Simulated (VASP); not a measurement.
Here is a VASP 6.6.1 calculation.

File POSCAR:

```
MgO
1.0
    0.0000000000      2.2820056627      2.2820056627
    2.2820056627      0.0000000000      2.2820056627
    2.2820056627      2.2820056627      0.0000000000
Mg O
1 1
Direct
    0.0000000000      0.0000000000      0.0000000000
    0.2500000000      0.2500000000      0.2500000000
```

Contents of INCAR.step1:

```
SYSTEM = MgO
  PREC = Accurate
  ENCUT = 520
  EDIFF = 1E-5
  ISMEAR = 0
  SIGMA = 0.01
  LREAL = .FALSE.
  LASPH = .TRUE.
  NELM = 120
  ALGO = Normal
  ISIF = 2
  LWAVE = .TRUE.
  LCHARG = .FALSE.
  GGA = PE
  NBANDS = 11
  GGA_COMPAT = .FALSE.
```

The input INCAR.step2:

```
SYSTEM = MgO
  PREC = Accurate
  ENCUT = 520
  EDIFF = 1E-6
  ISMEAR = 0
  SIGMA = 0.01
  LREAL = .FALSE.
  LASPH = .TRUE.
  NELM = 120
  ALGO = Normal
  ISIF = 2
  LWAVE = .FALSE.
  LCHARG = .FALSE.
  GGA = PE
  LHFCALC = .TRUE.
  HFSCREEN = 0.2079
  PRECFOCK = Normal
  ISTART = 1
  NBANDS = 11
  GGA_COMPAT = .FALSE.
```

KPOINTS

```
regular mesh
0
G
  6 6 6
  0 0 0
```

Potentials or basis: VASP PAW PBE potentials, release 64 (Mg, O).

The run is started by

```console
$ cat potpaw_PBE.64/Mg/POTCAR potpaw_PBE.64/O/POTCAR > POTCAR
$ cp INCAR.step1 INCAR
$ mpirun -np 1 vasp_std > vasp.out
$ cp INCAR.step2 INCAR
$ mpirun -np 1 vasp_std > vasp.out
```

(1) Estimate the band gap on the k mesh.

(2) What does it give for the pressure?

## Answers

(1) 5.24 eV, direct.

(2) -0.1 GPa.

Caveat: the PAW data sets were made with another functional, which shifts forces and pressure a little.
